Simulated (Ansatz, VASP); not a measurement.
## One calculation of Ta, two programs

INCAR

```
SYSTEM = Ta
  PREC = Accurate
  ENCUT = 520
  EDIFF = 1E-6
  ISMEAR = -1
  SIGMA = 0.08
  LREAL = .FALSE.
  LASPH = .TRUE.
  NELM = 100
  ALGO = Normal
  ISIF = 2
  LWAVE = .FALSE.
  LCHARG = .TRUE.
  GGA = PE
  LELF = .TRUE.
  LVHAR = .TRUE.
  NBANDS = 24
```

File KPOINTS:

```
Automatic mesh
0
G
  9 9 13
  0 0 0
```

POSCAR

```
Ta
1.0
    0.0000000000      3.3195547167     -3.3195547167
   -3.3195547167      0.0000000000      3.3195547167
    1.6597773584      1.6597773584      1.6597773584
Ta
3
Direct
    0.0000000000      0.0000000000      0.0000000000
    0.3333333330      0.6666666670      0.3333333330
    0.6666666670      0.3333333330      0.6666666670
```

Input for Ansatz:

```yaml
crystal:
  lattice:
    - [0.0, 3.3195547167, -3.3195547167]
    - [-3.3195547167, 0.0, 3.3195547167]
    - [1.6597773584, 1.6597773584, 1.6597773584]
  atoms:
    - { symbol: Ta, position: [0.0, 0.0, 0.0] }
    - { symbol: Ta, position: [0.333333333, 0.666666667, 0.333333333] }
    - { symbol: Ta, position: [0.666666667, 0.333333333, 0.666666667] }
kpoints:
  mp_grid: { grid: [9, 9, 13] }
scf:
  occupations: { method: fermi_dirac, width: 0.08 }
hamiltonian:
  xc: pbe
  pseudopotentials: { kind: all_electron, lapw: { basis_error: 0.001 } }
output:
  forces: true
  stress: true
  eigenvalues: true
```

Alike in both runs: task single point; functional PBE; k mesh 9 × 9 × 13; occupations fermi-dirac, width 0.08 eV; no spin polarisation.

```csv
,VASP,Ansatz
version,VASP 6.6.1,Ansatz 0.2.0
potentials or method,"VASP PAW PBE potentials, release 64 (Ta_pv), cutoff 520 eV","all-electron LAPW, scalar-relativistic"
```

Ansatz gave:

* pressure (GPa): 0.0

Q: Which values does VASP return?

A: Pressure (GPa): 0.1.

Ansatz ran all-electron here, and VASP with PAW potentials.

Spin-orbit coupling is off throughout.
